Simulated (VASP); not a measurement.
# Te in VASP: notebook

The runs below take Te through single point, with PBEsol.

Program: VASP 6.6.1. These are calculated values, not measurements. Logs are shortened: lines on timing, memory, paths and dates and some standing lists are left out, and cuts for length are marked.

### Step 1. The cell of the first run

It takes space group R-3m (No. 166, trigonal). Conventional cell: a = 4.461 Å, b = 4.461 Å, c = 5.440 Å, α = 90.00°, β = 90.00°, γ = 120.00°. Te (site symmetry -3m) has 6 Te at 3.15 Å within 4.1 Å.

This isn't the form of Te at room conditions, which is trigonal, of chains.

### Step 2. Single point, PBEsol

Contents of INCAR:

```
SYSTEM = Te
PREC = Accurate
ENCUT = 520
EDIFF = 1E-7
ISMEAR = 0
SIGMA = 0.1
LREAL = .FALSE.
LASPH = .TRUE.
NELM = 80
ALGO = Normal
ISIF = 2
LWAVE = .FALSE.
LCHARG = .TRUE.
GGA = PS
LELF = .TRUE.
LVHAR = .TRUE.
NBANDS = 9
```

Contents of KPOINTS:

```
regular mesh
0
G
  18 18 18
  0 0 0
```

Contents of POSCAR:

```
Te
1.0
    2.2306832502      1.2878855750      1.8133776585
   -2.2306832502      1.2878855750      1.8133776585
    0.0000000000     -2.5757711499      1.8133776585
Te
1
Direct
    0.5000000000      0.5000000000      0.5000000000
```

Potentials or basis: VASP PAW PBE potentials, release 64 (Te).

Launch:

```
> cat potpaw_PBE.64/Te/POTCAR > POTCAR
> mpirun -np 1 vasp_std > vasp.out
```

OUTCAR:

```text
SYSTEM = Te
   PREC = Accurate
   ENCUT = 520
   EDIFF = 1E-7
   ISMEAR = 0
   LREAL = .FALSE.
   LASPH = .TRUE.
   NELM = 80
   ISIF = 2
   GGA = PS

 ion  position               nearest neighbor table
   1  0.500  0.500  0.500-

  LATTYP: Found a trigonal (rhomboedric) cell.
 ALAT       =     3.1500691341
 COS(alpha) =    -0.0029184888

  Lattice vectors:

 A1 = (   2.2306832502,   1.2878855750,   1.8133776585)
 A2 = (  -2.2306832502,   1.2878855750,   1.8133776585)
 A3 = (   0.0000000000,  -2.5757711499,   1.8133776585)

Analysis of symmetry for initial positions (statically):
=====================================================================
 Subroutine PRICEL returns:
 Original cell was already a primitive cell.

 Routine SETGRP: Setting up the symmetry group for a
 trigonal (rhombohedral) supercell.

 Subroutine GETGRP returns: Found 12 space group operations
 (whereof 12 operations were pure point group operations)
 out of a pool of 12 trial point group operations.

The static configuration has the point symmetry D_3d.

Analysis of symmetry for dynamics (positions and initial velocities):
=====================================================================
 Subroutine PRICEL returns:
 Original cell was already a primitive cell.

 Routine SETGRP: Setting up the symmetry group for a
 trigonal (rhombohedral) supercell.

 Subroutine GETGRP returns: Found 12 space group operations
 (whereof 12 operations were pure point group operations)
 out of a pool of 12 trial point group operations.

The dynamic configuration has the point symmetry D_3d.

 Subroutine INISYM returns: Found 12 space group operations
 (whereof 12 operations are pure point group operations),
 and found     1 'primitive' translations

----------------------------------------------------------------------------------------

                                     Primitive cell

  volume of cell :      31.2575

  direct lattice vectors                    reciprocal lattice vectors
     2.230683250  1.287885575  1.813377659     0.224146570  0.129411083  0.183819036
    -2.230683250  1.287885575  1.813377659    -0.224146570  0.129411083  0.183819036
     0.000000000 -2.575771150  1.813377659     0.000000000 -0.258822165  0.183819036

  length of vectors
     3.150069134  3.150069134  3.150069134     0.317456062  0.317456062  0.317456062

  position of ions in fractional coordinates (direct lattice)
     0.500000000  0.500000000  0.500000000

  ion indices of the primitive-cell ions
[... 73 lines left out ...]
   NELM   =     80;   NELMIN=  2; NELMDL= -5     # of ELM steps
   EDIFF  = 0.1E-06   stopping-criterion for ELM
   LREAL  =      F    real-space projection
   EDIFFG = 0.1E-05   stopping-criterion for IOM
   NSW    =      0    number of steps for IOM
   IBRION =     -1    ionic relax: 0-MD 1-quasi-New 2-CG
   NFREE  =      0    steps in history (QN), initial steepest desc. (CG)
   ISIF   =      2    stress and relaxation
   ISYM   =      2    0-nonsym 1-usesym 2-fastsym
   POTIM  = 0.5000    time-step for ionic-motion
   TEBEG  =    0.0;   TEEND  =   0.0 temperature during run
   PSTRESS=    0.0 pullay stress
   NELECT =       6.0000    total number of electrons
   NUPDOWN=      -1.0000    fix difference up-down
   EMIN   =  10.00;   EMAX   =-10.00  energy-range for DOS
   EFERMI =   0.00;   METHOD = LEGACY
   ISMEAR =     0;   SIGMA  =   0.10  broadening in eV -4-tet -1-fermi 0-gaus
   EFERMI_NEDOS =   21; number of points for ismear=-14 and -15
   IALGO  =     38    algorithm
   IMIX   =      4    mixing-type and parameters
     AMIX     =   0.40;   BMIX     =  1.00
     AMIX_MAG =   1.60;   BMIX_MAG =  1.00
  volume/ion in A,a.u.               =      31.26       210.94
  Fermi-wavevector in a.u.,A,eV,Ry     =   0.944366  1.784593 12.134045  0.891827
  Thomas-Fermi vector in A             =   2.072164
   LORBIT       =      0    0 simple, 1 ext, 2 COOP (PROOUT), +10 PAW based schemes
   GGA     = PS    functional components
   LHFCALC =     F    Hartree Fock is set to
   AEXX    =    0.0000 exact exchange contribution
   IVDW    =     0    specifies the selected vdW correction
   LEPSILON=     F    determine dielectric tensor
   LRPA    =     F    only Hartree local field effects (RPA)
 non-spin polarized calculation
 Gauss-broadening in eV      SIGMA  =   0.10
  energy-cutoff  :      520.00
  volume of cell :       31.26
 maximum number of plane-waves:       865
   NGX = 11   NGY = 11   NGZ = 11

 number of electron       5.9999999 magnetization

 Free energy of the ion-electron system (eV)
  ---------------------------------------------------
  ext. energy  EPLUGINS =         0.00000000
  ---------------------------------------------------
  free energy    TOTEN  =        -3.50197615 eV

  energy without entropy =       -3.49845851  energy(sigma->0) =       -3.50021733

 E-fermi :   6.9287     XC(G=0):  -9.6248

 val. band max:        6.9278796507   @ k =  -0.1667   0.3889   0.1111
 cond. band min:       6.9288236811   @ k =   0.3333   0.1667   0.1667
 fundamental gap:      0.0009440304
 Fermi energy:         6.9287274708

 k-point     1 :       0.0000    0.0000    0.0000
  band No.  band energies     occupation
      1      -7.0766      2.00000
      2       8.1217      0.00000
      3       8.1412      0.00000
      4       8.1412      0.00000
      5      12.8855      0.00000
      6      12.8855      0.00000
      7      13.3995      0.00000
      8      24.6764      0.00000
      9      24.6888      0.00000
[... 265 lines left out ...]
 k-point    24 :      -0.2222    0.0556   -0.0000
  band No.  band energies     occupation
      1      -6.4476      2.00000
      2       4.2019      2.00000
      3       8.1938      0.00000
      4       8.6911      0.00000
      5      13.6122      0.00000
      6      14.2294      0.00000
      7      17.9852      0.00000
      8      19.6621      0.00000
      9      20.4688      0.00000

 [... further k-points ...]
[... 5 lines left out ...]
  --------------------------------------------------------------------------------------
  -------------------------------------------------------------------------------------
  Total        0.0033789      0.0033789      0.0048283      0.0000000      0.0000000     -0.0000000
  in kB        0.1731944      0.1731944      0.2474874      0.0000000      0.0000000     -0.0000000
  external PRESSURE =       0.1979587 kB  Pullay stress =       0.0000000 kB

 VOLUME and BASIS-vectors are now :
 -----------------------------------------------------------------------------
  energy-cutoff  :      520.00
  volume of cell :       31.26
      direct lattice vectors                 reciprocal lattice vectors
     2.230683250  1.287885575  1.813377659     0.224146570  0.129411083  0.183819036
    -2.230683250  1.287885575  1.813377659    -0.224146570  0.129411083  0.183819036
     0.000000000 -2.575771150  1.813377659     0.000000000 -0.258822165  0.183819036

 POSITION                                       TOTAL-FORCE (eV/Angst)
 -----------------------------------------------------------------------------------
      0.00000      0.00000      2.72007         0.000000     -0.000000     -0.000000
 -----------------------------------------------------------------------------------
    total drift:                                0.000000      0.000000     -0.000000

  FREE ENERGIE OF THE ION-ELECTRON SYSTEM (eV)
  ---------------------------------------------------
  free  energy   TOTEN  =        -3.5019761520 eV

  energy  without entropy=       -3.4984585070  energy(sigma->0) =       -3.50021733
```

OSZICAR:

```text
N       E                     dE             d eps       ncg     rms          rms(c)
DAV:   1     0.168370540473E+02    0.16837E+02   -0.25248E+03 10440   0.532E+02
DAV:   2    -0.294826296984E+01   -0.19785E+02   -0.18938E+02 13500   0.726E+01
DAV:   3    -0.349711524384E+01   -0.54885E+00   -0.54554E+00 12782   0.150E+01
DAV:   4    -0.350145594861E+01   -0.43407E-02   -0.43405E-02 14389   0.152E+00
DAV:   5    -0.350150056091E+01   -0.44612E-04   -0.44612E-04 13123   0.121E-01    0.832E+00
DAV:   6    -0.350179382428E+01   -0.29326E-03   -0.39531E-04 13494   0.136E-01    0.508E+00
DAV:   7    -0.350196731740E+01   -0.17349E-03   -0.92586E-04 11367   0.203E-01    0.774E-02
DAV:   8    -0.350197417048E+01   -0.68531E-05   -0.22306E-05 13441   0.294E-02    0.436E-02
DAV:   9    -0.350197628686E+01   -0.21164E-05   -0.52743E-06 11815   0.132E-02    0.206E-02
DAV:  10    -0.350197617149E+01    0.11537E-06   -0.14051E-07 12492   0.243E-03    0.201E-03
DAV:  11    -0.350197615195E+01    0.19539E-07   -0.14172E-07 10995   0.197E-03
   1 F= -.35019762E+01 E0= -.35002173E+01  d E =-.351764E-02
```

stdout:

```text
POSCAR found type information on POSCAR Te
 POSCAR found :  1 types and       1 ions
 scaLAPACK will be used
 -----------------------------------------------------------------------------
|                                                                             |
|                                                                             |
|     You enforced a specific xc type in the INCAR file but a different       |
|     I HOPE YOU KNOW WHAT YOU ARE DOING!                                     |
|                                                                             |
 -----------------------------------------------------------------------------

 LDA part: xc-table for (Slater+PW92), standard interpolation
 POSCAR, INCAR and KPOINTS ok, starting setup
 FFT: planning ... GRIDC
 FFT: planning ... GRID_SOFT
 FFT: planning ... GRID
 WAVECAR not read
 entering main loop
```

Wall time 1.7 min (1 thread of AMD EPYC 7R43 (Zen 3), shared host); peak memory 0.23 GiB.

What came out:

| Property | Result |
| --- | --- |
| Free energy | -3.5020 eV |
| Pressure | 0.0 GPa |
| Band gap on the k mesh | zero (bands 3 and 4 overlap by 5.80 eV) |

Levels at points of the mesh, in eV from the Fermi level:
| k point | band 1 | band 2 | band 3 | band 4 | band 5 | band 6 | band 7 | band 8 |
| --- | --- | --- | --- | --- | --- | --- | --- | --- |
| (0.00, 0.00, 0.00) | -14.01 | 1.19 | 1.21 | 1.21 | 5.96 | 5.96 | 6.47 | 17.75 |
| (0.50, 0.00, 0.00) | -12.14 | -6.36 | 2.68 | 2.69 | 7.85 | 9.59 | 9.62 | 10.64 |
| (0.50, 0.50, 0.00) | -10.23 | -4.70 | -4.67 | 1.81 | 4.12 | 11.08 | 12.46 | 12.49 |
| (0.50, 0.50, 0.50) | -8.20 | -3.16 | -3.16 | -3.12 | 4.21 | 4.21 | 4.27 | 6.85 |

Caveat: the PAW data sets were made with another functional, which shifts forces and pressure a little; spin-orbit coupling is left out, which moves the levels of the heavy elements.

### Step 3. Single point, PBEsol

This run uses another cell than the first one: it holds 4 atoms, not 1.

Contents of INCAR:

```
SYSTEM = Te
PREC = Accurate ; ENCUT = 520
EDIFF = 1E-6 ; ISMEAR = 0
SIGMA = 0.1 ; LREAL = .FALSE.
LASPH = .TRUE. ; NELM = 100
ALGO = Normal ; ISIF = 2
LWAVE = .FALSE. ; LCHARG = .FALSE.
GGA = PS ; NBANDS = 20
```

Contents of KPOINTS:

```
regular mesh
0
G
  14 10 6
  0 0 0
```

Contents of POSCAR:

```
Te
1.0
    3.1573148492      0.0000000000      0.0000000000
    0.0000000000      4.4634553498      0.0000000000
    0.0000000000      0.0000000000      8.8700775271
Te
4
Direct
    0.5000000000      0.5001697215      0.7599990754
    0.5000000000      0.4998302785      0.2599990754
    0.5000000000      1.0000141927      0.0100009246
    0.5000000000     -0.0000141927      0.5100009246
```

Potentials or basis: VASP PAW PBE potentials, release 64 (Te).

Launch:

```
> cat potpaw_PBE.64/Te/POTCAR > POTCAR
> mpirun -np 1 vasp_std > vasp.out
```

Run time: 6.1 min. Hardware: 1 thread of AMD EPYC 7R43 (Zen 3), shared host; peak memory 0.45 GiB.

The run converged. Its results:

```yaml
Free_energy: -14.0337 eV
Pressure: 0.0 GPa
Band_gap_on_the_k_mesh: zero (bands 12 and 13 overlap by 4.07 eV)
```

Levels at points of the mesh, in eV from the Fermi level:
| k point | band 9 | band 10 | band 11 | band 12 | band 13 | band 14 | band 15 | band 16 |
| --- | --- | --- | --- | --- | --- | --- | --- | --- |
| (0.00, 0.00, 0.00) | -2.55 | -2.55 | 1.16 | 1.23 | 1.26 | 1.82 | 2.46 | 2.46 |
| (0.50, 0.00, 0.00) | -3.13 | -3.10 | -1.18 | -1.18 | -0.75 | -0.75 | 2.69 | 2.72 |
| (0.00, 0.50, 0.00) | -2.51 | -2.51 | 2.45 | 2.45 | 2.65 | 2.65 | 2.74 | 2.74 |
| (0.50, 0.50, 0.00) | -4.65 | -4.65 | -1.14 | -1.14 | -0.71 | -0.71 | 1.81 | 1.81 |
| (0.00, 0.00, 0.50) | -0.48 | -0.48 | -0.40 | -0.40 | 1.51 | 1.51 | 3.41 | 3.41 |
| (0.50, 0.00, 0.50) | -2.67 | -2.67 | -2.37 | -2.37 | 1.06 | 1.06 | 1.32 | 1.32 |
| (0.00, 0.50, 0.50) | 0.74 | 0.74 | 0.74 | 0.74 | 2.54 | 2.54 | 2.55 | 2.55 |
| (0.50, 0.50, 0.50) | -3.61 | -3.61 | -3.61 | -3.61 | 2.32 | 2.32 | 2.33 | 2.33 |

Caveat: the PAW data sets were made with another functional, which shifts forces and pressure a little; spin-orbit coupling is left out, which moves the levels of the heavy elements.

### Step 4. Single point, PBEsol

Contents of INCAR:

```
SYSTEM = Te
  PREC = Accurate
  ENCUT = 520
  EDIFF = 1E-7
  ISMEAR = 0
  SIGMA = 0.1
  LREAL = .False.
  LASPH = .True.
  NELM = 60
  ALGO = Normal
  ISIF = 2
  LWAVE = .False.
  LCHARG = .True.
  GGA = PS
  LELF = .True.
  LVHAR = .True.
  NBANDS = 9
```

Contents of KPOINTS:

```
regular mesh
0
Gamma
  18 18 18
  0 0 0
```

Contents of POSCAR:

```
Te
1.0
    2.2001605590      1.2702632910      1.8611515566
   -2.2001605590      1.2702632910      1.8611515566
    0.0000000000     -2.5405265820      1.8611515567
Te
1
Direct
    0.5000000000      0.5000000000      0.5000000000
```

Launch:

```
> cat potpaw_PBE.64/Te/POTCAR > POTCAR
> mpirun -np 1 vasp_std > vasp.out
```

Run time: 62 s. Hardware: 1 thread of Intel Xeon Platinum 8488C (Sapphire Rapids), shared host; peak memory 0.27 GiB.

It converged, with:

- Free energy: -3.5019 eV
- Pressure: 0.1 GPa
- Band gap on the k mesh: zero (bands 3 and 4 overlap by 5.67 eV)

Levels at points of the mesh, in eV from the Fermi level:
```csv
k point,band 1,band 2,band 3,band 4,band 5,band 6,band 7,band 8
"(0.00, 0.00, 0.00)",-14.01,1.17,1.17,1.32,5.97,5.97,6.49,17.66
"(0.50, 0.00, 0.00)",-12.14,-6.37,2.64,2.74,7.84,9.51,9.65,10.65
"(0.50, 0.50, 0.00)",-10.23,-4.80,-4.57,1.81,4.11,10.97,12.35,12.53
"(0.50, 0.50, 0.50)",-8.20,-3.38,-3.03,-3.03,3.97,4.38,4.38,6.87
```

Caveat: the PAW data sets were made with another functional, which shifts forces and pressure a little; spin-orbit coupling is left out, which moves the levels of the heavy elements.

### Step 5. Overview

| cell | k mesh | gap on the mesh (eV) | pressure (GPa) |
| --- | --- | --- | --- |
| a = 3.150 Å, angles 90.2°, 1 atom, atomic positions A | 18 × 18 × 18 | none | 0.0 |
| a = 3.157, b = 4.463, c = 8.870 Å, 4 atoms, atomic positions B | 14 × 10 × 6 | none | 0.0 |
| a = 3.149 Å, angles 88.6°, 1 atom, atomic positions A | 18 × 18 × 18 | none | 0.1 |

Alike in all rows: task single point; level PBEsol; potentials or basis VASP PAW PBE potentials, release 64 (Te); no spin polarisation; cutoff (eV) 520; smearing gaussian 0.1 eV.

Caveats: the PAW data sets were made with another functional, which shifts forces and pressure a little; spin-orbit coupling is left out, which moves the levels of the heavy elements.

Total energies depend on the potentials used, so only differences within one code and one set of settings carry meaning.
